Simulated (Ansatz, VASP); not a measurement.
## Si: VASP beside Ansatz

```xyz
4
Lattice="3.8475 0.0000 0.0000 -1.9238 3.3321 0.0000 0.0000 0.0000 18.4416" Properties=species:S:1:pos:R:3 pbc="T T T"
Si    0.0000    2.2214    4.9708
Si    1.9238    1.1107    4.5000
Si    5.7713   -1.1107   10.7416
Si    3.8475    0.0000   10.2708
```

Alike in both runs: task single point; functional PBE; dispersion D3(BJ); k mesh 9 × 9 × 1; occupations gaussian, width 0.1 eV; no spin polarisation.

|  | VASP | Ansatz |
| --- | --- | --- |
| version | VASP 6.6.1 | Ansatz 0.2.0 |
| potentials or method | VASP PAW PBE potentials, release 64 (Si), cutoff 520 eV | scalar-relativistic, plane waves, PAW |
| valence electrons in the cell | 16 | 16 |

VASP gave:

| Quantity | Value |
| --- | --- |
| gap on the k mesh at the Fermi level (eV) | none |
| least direct gap on the mesh (eV) | 0.00 |
| rms of the force components (eV/Å) | 0.018 |

Question: Which values does Ansatz return?

Answer: gap on the k mesh at the Fermi level (eV): none; least direct gap on the mesh (eV): 0.00; rms of the force components (eV/Å): 0.019.

Atom by atom the forces differ by 0.003 eV/Å (rms over components). A gap of «none» marks a metal or a gap that the smearing closes. Ansatz's warnings: xc potential rough in thin density.

A gap of «none» marks a metal or a gap under the smearing width.
